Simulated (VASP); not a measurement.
# Al4As (Im-3m) in VASP: further runs

Runs on Al4As. Level: PBE. Tasks: single point.

All numbers are computed with VASP 6.6.1; they aren't measurements. Logs are shortened: lines on timing, memory, paths and dates and some standing lists are left out, and cuts for length are marked.

## Step 1: The cell of the first run

Symmetry: Im-3m, No. 229, cubic system. Conventional cell: a = 5.479 Å, b = 5.479 Å, c = 5.479 Å, α = 90.00°, β = 90.00°, γ = 90.00°. Al (site symmetry -3m) has 2 As at 2.37 Å and 6 Al at 2.74 Å within 3.1 Å. Within 3.1 Å of As (site symmetry m-3m) lie 8 Al at 2.37 Å.

The cell was generated, and may not be a known phase.

## Step 2: Single point, PBE

Input file INCAR:

```
PREC = Accurate
ENCUT = 520
EDIFF = 1E-6
ISMEAR = 0
SIGMA = 0.1
LREAL = F
LASPH = T
NELM = 60
ALGO = Fast
ISIF = 2
LWAVE = F
LCHARG = F
GGA = PE
NBANDS = 16
```

Input file KPOINTS:

```
Automatic mesh
0
Gamma
  4 4 4
```

Input file POSCAR:

```
Al4As
1.0
   -2.7397346000      2.7397346000      2.7397346000
    2.7397346000     -2.7397346000      2.7397346000
    2.7397346000      2.7397346000     -2.7397346000
Al As
4 1
Direct
    0.5000000000      0.5000000000      0.5000000000
    0.5000000000      0.0000000000      0.0000000000
    0.0000000000      0.0000000000      0.5000000000
    0.0000000000      0.5000000000      0.0000000000
    0.0000000000      0.0000000000      0.0000000000
```

Potentials or basis: VASP PAW PBE potentials, release 64 (Al, As).

The run is started by

```console
cat potpaw_PBE.64/Al/POTCAR potpaw_PBE.64/As/POTCAR > POTCAR
mpirun -np 1 vasp_std > vasp.out
```

OUTCAR:

```text
PREC = Accurate
   ENCUT = 520
   EDIFF = 1E-6
   ISMEAR = 0
   LREAL = F
   LASPH = T
   NELM = 60
   ISIF = 2
   GGA = PE

 ion  position               nearest neighbor table
   1  0.500  0.500  0.500-   5 2.37   5 2.37   4 2.74   2 2.74   2 2.74   4 2.74   3 2.74   3 2.74

   2  0.500  0.000  0.000-   5 2.37   5 2.37   4 2.74   1 2.74   1 2.74   3 2.74   3 2.74   4 2.74

   3  0.000  0.000  0.500-   5 2.37   5 2.37   4 2.74   1 2.74   2 2.74   4 2.74   2 2.74   1 2.74

   4  0.000  0.500  0.000-   5 2.37   5 2.37   3 2.74   1 2.74   2 2.74   3 2.74   1 2.74   2 2.74

   5  0.000  0.000  0.000-   1 2.37   2 2.37   3 2.37   4 2.37   3 2.37   4 2.37   2 2.37   1 2.37

  LATTYP: Found a body centered cubic cell.
 ALAT       =     5.4794692000

  Lattice vectors:

 A1 = (  -2.7397346000,   2.7397346000,   2.7397346000)
 A2 = (   2.7397346000,  -2.7397346000,   2.7397346000)
 A3 = (   2.7397346000,   2.7397346000,  -2.7397346000)

Analysis of symmetry for initial positions (statically):
=====================================================================
 Subroutine PRICEL returns:
 Original cell was already a primitive cell.

 Routine SETGRP: Setting up the symmetry group for a
 body centered cubic supercell.

 Subroutine GETGRP returns: Found 48 space group operations
 (whereof 48 operations were pure point group operations)
 out of a pool of 48 trial point group operations.

The static configuration has the point symmetry O_h .

Analysis of symmetry for dynamics (positions and initial velocities):
=====================================================================
 Subroutine PRICEL returns:
 Original cell was already a primitive cell.

 Routine SETGRP: Setting up the symmetry group for a
 body centered cubic supercell.

 Subroutine GETGRP returns: Found 48 space group operations
 (whereof 48 operations were pure point group operations)
 out of a pool of 48 trial point group operations.

The dynamic configuration has the point symmetry O_h .

 Subroutine INISYM returns: Found 48 space group operations
 (whereof 48 operations are pure point group operations),
 and found     1 'primitive' translations

----------------------------------------------------------------------------------------

[... 81 lines left out ...]
   EDIFF  = 0.1E-05   stopping-criterion for ELM
   LREAL  =      F    real-space projection
   EDIFFG = 0.1E-04   stopping-criterion for IOM
   NSW    =      0    number of steps for IOM
   IBRION =     -1    ionic relax: 0-MD 1-quasi-New 2-CG
   NFREE  =      0    steps in history (QN), initial steepest desc. (CG)
   ISIF   =      2    stress and relaxation
   ISYM   =      2    0-nonsym 1-usesym 2-fastsym
   POTIM  = 0.5000    time-step for ionic-motion
   TEBEG  =    0.0;   TEEND  =   0.0 temperature during run
   PSTRESS=    0.0 pullay stress
   NELECT =      17.0000    total number of electrons
   NUPDOWN=      -1.0000    fix difference up-down
   EMIN   =  10.00;   EMAX   =-10.00  energy-range for DOS
   EFERMI =   0.00;   METHOD = LEGACY
   ISMEAR =     0;   SIGMA  =   0.10  broadening in eV -4-tet -1-fermi 0-gaus
   EFERMI_NEDOS =   21; number of points for ismear=-14 and -15
   IALGO  =     68    algorithm
   IMIX   =      4    mixing-type and parameters
     AMIX     =   0.40;   BMIX     =  1.00
     AMIX_MAG =   1.60;   BMIX_MAG =  1.00
  volume/ion in A,a.u.               =      16.45       111.02
  Fermi-wavevector in a.u.,A,eV,Ry     =   0.967897  1.829061 12.746282  0.936825
  Thomas-Fermi vector in A             =   2.097822
   LORBIT       =      0    0 simple, 1 ext, 2 COOP (PROOUT), +10 PAW based schemes
   GGA     = PE    functional components
   LHFCALC =     F    Hartree Fock is set to
   AEXX    =    0.0000 exact exchange contribution
   IVDW    =     0    specifies the selected vdW correction
   LEPSILON=     F    determine dielectric tensor
   LRPA    =     F    only Hartree local field effects (RPA)
 non-spin polarized calculation
 RMM-DIIS sequential band-by-band and
 Gauss-broadening in eV      SIGMA  =   0.10
  energy-cutoff  :      520.00
  volume of cell :       82.26
 maximum number of plane-waves:      2234
   NGX = 17   NGY = 17   NGZ = 17

 number of electron      17.0000001 magnetization

 Free energy of the ion-electron system (eV)
  ---------------------------------------------------
  ext. energy  EPLUGINS =         0.00000000
  ---------------------------------------------------
  free energy    TOTEN  =       -16.08726259 eV

  energy without entropy =      -16.06699366  energy(sigma->0) =      -16.07712813

 E-fermi :   7.9643     XC(G=0): -10.2736

 val. band max:        7.8163527250   @ k =   0.2500   0.2500   0.2500
 cond. band min:       7.9893323787   @ k =   0.2500   0.0000   0.0000
 fundamental gap:      0.1729796536
 Fermi energy:         7.9643063034

 k-point     1 :       0.0000    0.0000    0.0000
  band No.  band energies     occupation
      1      -6.8560      2.00000
      2       1.8058      2.00000
      3       1.8058      2.00000
      4       1.8058      2.00000
      5       2.3637      2.00000
      6       6.0714      2.00000
[... 129 lines left out ...]
      3      -0.3049      2.00000
      4      -0.3049      2.00000
      5       3.2115      2.00000
      6       3.2115      2.00000
[... 8 lines left out ...]
     15      16.9176      0.00000
     16      16.9212      0.00000

------------------------ aborting loop because EDIFF is reached ----------------------------------------

  FORCE on cell =-STRESS in cart. coord.  units (eV):
  Direction    XX          YY          ZZ          XY          YZ          ZX
  --------------------------------------------------------------------------------------
  -------------------------------------------------------------------------------------
  Total       13.7067774     13.7067774     13.7067774      0.0000000      0.0000000      0.0000000
  in kB      266.9687735    266.9687735    266.9687735      0.0000000      0.0000000      0.0000000
  external PRESSURE =     266.9687735 kB  Pullay stress =       0.0000000 kB

 VOLUME and BASIS-vectors are now :
 -----------------------------------------------------------------------------
  energy-cutoff  :      520.00
  volume of cell :       82.26
      direct lattice vectors                 reciprocal lattice vectors
    -2.739734600  2.739734600  2.739734600     0.000000000  0.182499429  0.182499429
     2.739734600 -2.739734600  2.739734600     0.182499429  0.000000000  0.182499429
     2.739734600  2.739734600 -2.739734600     0.182499429  0.182499429  0.000000000

 POSITION                                       TOTAL-FORCE (eV/Angst)
 -----------------------------------------------------------------------------------
      1.36987      1.36987      1.36987        -0.000000     -0.000000      0.000000
     -1.36987      1.36987      1.36987         0.000000     -0.000000     -0.000000
      1.36987      1.36987     -1.36987        -0.000000      0.000000      0.000000
      1.36987     -1.36987      1.36987        -0.000000      0.000000      0.000000
      0.00000      0.00000      0.00000         0.000000      0.000000      0.000000
 -----------------------------------------------------------------------------------
    total drift:                                0.000000     -0.000000     -0.000000

  FREE ENERGIE OF THE ION-ELECTRON SYSTEM (eV)
  ---------------------------------------------------
  free  energy   TOTEN  =       -16.0872625917 eV

  energy  without entropy=      -16.0669936643  energy(sigma->0) =      -16.07712813
```

OSZICAR:

```text
N       E                     dE             d eps       ncg     rms          rms(c)
DAV:   1     0.270659631143E+02    0.27066E+02   -0.61864E+03   256   0.863E+02
DAV:   2    -0.145240467989E+02   -0.41590E+02   -0.38698E+02   336   0.116E+02
DAV:   3    -0.162956397839E+02   -0.17716E+01   -0.17530E+01   312   0.223E+01
DAV:   4    -0.163145993279E+02   -0.18960E-01   -0.18957E-01   336   0.287E+00
DAV:   5    -0.163149420852E+02   -0.34276E-03   -0.34275E-03   352   0.387E-01    0.546E+00
RMM:   6    -0.161252704359E+02    0.18967E+00   -0.23572E-01   257   0.176E+00    0.324E+00
RMM:   7    -0.160918576119E+02    0.33413E-01   -0.14471E-01   270   0.151E+00    0.798E-01
RMM:   8    -0.160875164088E+02    0.43412E-02   -0.22100E-02   270   0.743E-01    0.107E-01
RMM:   9    -0.160872862970E+02    0.23011E-03   -0.23017E-03   289   0.256E-01    0.943E-02
RMM:  10    -0.160872565414E+02    0.29756E-04   -0.27312E-04   288   0.117E-01    0.582E-02
RMM:  11    -0.160872619484E+02   -0.54071E-05   -0.71011E-05   292   0.616E-02    0.321E-02
RMM:  12    -0.160872633487E+02   -0.14002E-05   -0.10236E-05   295   0.227E-02    0.483E-02
RMM:  13    -0.160872623086E+02    0.10400E-05   -0.34654E-06   247   0.129E-02    0.219E-02
RMM:  14    -0.160872625917E+02   -0.28304E-06   -0.90002E-07   170   0.626E-03
   1 F= -.16087263E+02 E0= -.16077128E+02  d E =-.202689E-01
```

stdout:

```text
POSCAR found type information on POSCAR AlAs
 POSCAR found :  2 types and       5 ions
 scaLAPACK will be used
 LDA part: xc-table for (Slater+PW92), standard interpolation
 POSCAR, INCAR and KPOINTS ok, starting setup
 FFT: planning ... GRIDC
 FFT: planning ... GRID_SOFT
 FFT: planning ... GRID
 WAVECAR not read
 entering main loop
```

Wall time 7.4 s (1 thread of Intel Xeon 6975P-C (Granite Rapids), shared host); peak memory 0.18 GiB.

Results:

```yaml
Free_energy: -16.0873 eV
Pressure: 26.7 GPa
Band_gap_on_the_k_mesh: zero (an odd number of electrons rules out a gap without spin polarisation)
```

Caveat: the k points lie up to 0.41 Å⁻¹ apart, too coarse for converged energies and pressures of a metal.

## Step 3: Single point, PBE

This run uses another cell than the first one, of 21.42 Å³/atom.

Input file INCAR:

```
SYSTEM = Al4As
PREC = Accurate
ENCUT = 520
EDIFF = 1E-7
ISMEAR = 0
SIGMA = 0.1
LREAL = .False.
LASPH = .True.
NELM = 60
ALGO = Fast
ISIF = 2
LWAVE = .False.
LCHARG = .True.
GGA = PE
LELF = .True.
LVHAR = .True.
NBANDS = 16
```

Input file KPOINTS:

```
regular mesh
0
Gamma
  4 4 4
  0 0 0
```

POSCAR, as its differences from that of step 2:

```diff
@@ -2,5 +2,5 @@
 1.0
-   -2.7397346000      2.7397346000      2.7397346000
-    2.7397346000     -2.7397346000      2.7397346000
-    2.7397346000      2.7397346000     -2.7397346000
+   -2.9916319024      2.9916319024      2.9916319024
+    2.9916319024     -2.9916319024      2.9916319024
+    2.9916319024      2.9916319024     -2.9916319024
 Al As
```

Potentials or basis: VASP PAW PBE potentials, release 64 (Al, As).

The run is started by

```console
cat potpaw_PBE.64/Al/POTCAR potpaw_PBE.64/As/POTCAR > POTCAR
mpirun -np 1 vasp_std > vasp.out
```

Wall time 12 s (1 thread of Intel Xeon 6975P-C (Granite Rapids), shared host); peak memory 0.23 GiB.

Results (log left out):

```yaml
Free_energy: -17.7524 eV
Pressure: 0.4 GPa
Band_gap_on_the_k_mesh: zero (an odd number of electrons rules out a gap without spin polarisation)
```

Levels at points of the mesh, in eV from the Fermi level:
| k point | band 4 | band 5 | band 6 | band 7 | band 8 | band 9 | band 10 | band 11 | band 12 | band 13 |
| --- | --- | --- | --- | --- | --- | --- | --- | --- | --- | --- |
| (0.00, 0.00, 0.00) | -5.02 | -5.02 | -2.19 | -2.19 | -2.19 | -0.71 | -0.71 | -0.71 | 1.87 | 1.87 |
| (0.50, 0.00, 0.00) | -5.02 | -4.41 | -3.52 | -0.33 | -0.04 | 0.04 | 0.76 | 2.14 | 2.44 | 2.82 |
| (0.50, 0.50, 0.50) | -7.04 | -3.53 | -3.53 | 0.90 | 0.90 | 0.90 | 0.90 | 0.90 | 0.90 | 2.78 |

Caveat: the k points lie up to 0.37 Å⁻¹ apart, too coarse for converged energies and pressures of a metal.

The gap in the log of VASP goes by the Fermi energy; the results here count the filled bands.